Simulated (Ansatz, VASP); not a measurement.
BeH2O2 in VASP and in Ansatz

```xyz
20
Lattice="4.5336 0.0000 0.0000 0.0000 4.6255 0.0000 0.0000 0.0000 7.0384" Properties=species:S:1:pos:R:3 pbc="T T T"
Be    0.1654    3.2388    4.4065
Be    2.1014    1.3867    0.8873
Be    2.4322    3.6995    2.6319
Be    4.3682    0.9260    6.1511
H     1.2363    0.4310    4.0026
H     1.0305    4.1945    0.4834
H     3.5031    1.8818    3.0358
H     3.2973    2.7437    6.5550
H     1.6010    1.9637    5.5036
H     0.6658    2.6618    1.9844
H     3.8678    0.3491    1.5348
H     2.9326    4.2764    5.0540
O     0.8809    0.5252    0.4314
O     1.4397    4.1154    3.8676
O     3.0939    1.8026    6.6900
O     3.7065    2.8229    3.1708
O     0.7059    1.8874    5.1288
O     1.5609    2.7381    1.6096
O     2.9727    0.4254    1.9096
O     3.8277    4.2001    5.4288
```

Alike in both runs: task electric field gradients; functional r2SCAN; k mesh 5 × 5 × 3; occupations fermi-dirac, width 0.02 eV; no spin polarisation.

|  | VASP | Ansatz |
| --- | --- | --- |
| version | VASP 6.6.1 | Ansatz 0.2.0 |
| potentials or method | VASP PAW PBE potentials, release 64 (Be, H, O) | plane-wave PAW, scalar-relativistic |
| plane-wave cutoff (eV) | 520 | 500 |
| valence electrons in the cell | 64 | 64 |

```tsv
	VASP	Ansatz	Ansatz less VASP
gap on the k mesh at the Fermi level (eV)	6.08	6.11	+0.028
pressure (GPa)	-0.4	-0.7	-0.29
traceless stress, the component that is largest in VASP (GPa)	-1.57	-1.20	+0.369
rms of the force components (eV/Å)	0.304	0.299	-0.0044
size of Vzz on the site where it differs most (V/Å²)	105.9	108.6	+2.66
```

VASP's potentials were made for PBE, not for r2SCAN. Atom by atom the forces differ by 0.069 eV/Å (rms over components).
